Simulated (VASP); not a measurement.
Crystal: InAs2.

```xyz
3
Lattice="0.0000 3.5140 3.5140 3.5140 0.0000 3.5140 3.5140 3.5140 0.0000" Properties=species:S:1:pos:R:3 pbc="T T T"
In    0.0000    0.0000    0.0000
As    1.7570    1.7570    1.7570
As    5.2710    5.2710    5.2710
```

The cell was built from a structure type or drawn by symmetry, and may not be a known phase.

```yaml
Program: VASP 6.6.1
Task: relaxation of cell and atoms
Functional: PBE
Potentials_or_basis: VASP PAW PBE potentials, release 64 (In_d, As)
Cutoff: 600 eV
k_mesh: 4 × 4 × 4
Occupations: gaussian, width 0.1 eV
Spin: no spin polarisation
```

At the start: pressure -6.0 GPa; volume 28.93 Å³/atom.

Task: Where does the relaxation end?

Result: Over 3 steps the energy falls by 77.7 meV/atom and the volume is 25.24 Å³/atom (-12.8 %); space group Fm-3m (No. 225, to 0.1 Å) before and after.

The path:
```tsv
step	energy change (eV)	largest force (eV/Å)	pressure (GPa)	volume (Å³)
1	0.0000	0.0000	-5.96	86.78
2	-0.2248	0.0000	1.49	73.96
3	-0.2330	0.0000	0.03	75.71
```

Final structure:
```yaml
crystal:
  lattice:
    - [0.00000, 3.35772, 3.35772]
    - [3.35772, 0.00000, 3.35772]
    - [3.35772, 3.35772, 0.00000]
  atoms:
    - { symbol: In, position: [0.00000, 0.00000, 0.00000] }
    - { symbol: As, position: [0.25000, 0.25000, 0.25000] }
    - { symbol: As, position: [0.75000, 0.75000, 0.75000] }
```

Caveat: the k points lie up to 0.41 Å⁻¹ apart in the final cell, too coarse for converged energies and pressures of a metal.
